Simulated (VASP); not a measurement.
Write the native input for VASP 6.6.1 that does the following.

```yaml
Task: electric field gradients
Functional: PBEsol
Potentials_or_basis: VASP PAW PBE potentials, release 64 (K_sv)
Cutoff: 520 eV
k_mesh: 10 × 10 × 10
Occupations: fermi-dirac, width 0.08 eV
Spin: no spin polarisation
Dipole_correction: no
Further_INCAR_settings: ALGO = Normal; EDIFF = 1e-08; NBANDS = 10
```

The structure of K lies in POSCAR:

```
K
1.0
   -2.6266977383      2.6266977383      2.6266977383
    2.6266977383     -2.6266977383      2.6266977383
    2.6266977383      2.6266977383     -2.6266977383
K
1
Direct
    0.0000000000      0.0000000000      0.0000000000
```

One way to write it, as run:

INCAR

```
PREC = Accurate ; ENCUT = 520
EDIFF = 1E-8 ; ISMEAR = -1
SIGMA = 0.08 ; LREAL = False
LASPH = True ; NELM = 80
ALGO = Normal ; ISIF = 2
LWAVE = False ; LCHARG = False
GGA = PS ; LEFG = True
NBANDS = 10
```

KPOINTS

```
regular mesh
0
Gamma
  10 10 10
```

Potentials or basis: VASP PAW PBE potentials, release 64 (K_sv).

Run with:

```bash
$ cat potpaw_PBE.64/K_sv/POTCAR > POTCAR
$ mpirun -np 1 vasp_std > vasp.out
```

It gave:

| Property | Result |
| --- | --- |
| Pressure | -0.1 GPa |
| Band gap on the k mesh | zero (an odd number of electrons rules out a gap without spin polarisation) |
| Largest electric field gradient by atom | zero within the noise of the run |

Caveat: the PAW data sets were made with another functional, which shifts forces and pressure a little.

Wall time 15 s on 1 thread of Intel(R) Xeon(R) 6975P-C (Granite Rapids) (shared host), peak memory 0.2 GiB.
